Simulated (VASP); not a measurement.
Here is a VASP 6.6.1 calculation.

The input INCAR:

```
SYSTEM = Nb
ALGO = Normal
EDIFF = 1E-6
ENCUT = 520
GGA = CA
ISIF = 2
ISMEAR = -1
LASPH = .TRUE.
LCHARG = .TRUE.
LELF = .TRUE.
LREAL = .FALSE.
LVHAR = .TRUE.
LWAVE = .FALSE.
NBANDS = 12
NELM = 60
PREC = Accurate
SIGMA = 0.03
```

The input KPOINTS:

```
k-points
0
G
  13 13 13
  0 0 0
```

File POSCAR:

```
Nb
1.0
    0.0000000000      2.1290070307      2.1290070307
    2.1290070307      0.0000000000      2.1290070307
    2.1290070307      2.1290070307      0.0000000000
Nb
1
Direct
    0.0000000000      0.0000000000      0.0000000000
```

Potentials or basis: VASP PAW LDA potentials, release 64 (Nb_sv).

Run with:

```sh
$ cat potpaw_LDA.64/Nb_sv/POTCAR > POTCAR
$ mpirun -np 1 vasp_std > vasp.out
```

(1) What does it give for the pressure?

## Answers

(1) -13.2 GPa.
